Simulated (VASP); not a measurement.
**SnTe: single point with PBEsol**

SnTe:

```
Te Sn
1.0
     0.00000    3.61115    3.61115
     3.61115    0.00000    3.61115
     3.61115    3.61115    0.00000
Te Sn
1 1
Direct
  0.25000 0.25000 0.25000
  0.00000 0.00000 0.00000
```

| Property | Result |
| --- | --- |
| Program | VASP 6.6.1 |
| Task | single point |
| Functional | PBEsol |
| Potentials or basis | VASP PAW PBE potentials, release 64 (Te, Sn_d) |
| Cutoff | 520 eV |
| k mesh | 9 × 9 × 9 |
| Occupations | fermi-dirac, width 0.05 eV |
| Spin | non-collinear spin, zero start, spin-orbit coupling |
| Starting moments | [[0.0, 0.0, 0.0], [0.0, 0.0, 0.0]] μB |

| Quantity | Value |
| --- | --- |
| Pressure | -1.4 GPa |
| Net moment | 0.00 μB per cell |
| Valence electrons inside the program's atomic spheres | Te 3.35; Sn 12.05 |

Moments on the atoms (μB; x, y, z):
```
Te  0.00 0.00 0.00
Sn  0.00 0.00 0.00
```

Run time: 4.2 min on 1 thread of Intel(R) Xeon(R) 6975P-C (Granite Rapids), on a shared host, peak memory 0.64 GiB.

Caveat: the PAW data sets were made with another functional, which shifts forces and pressure a little.
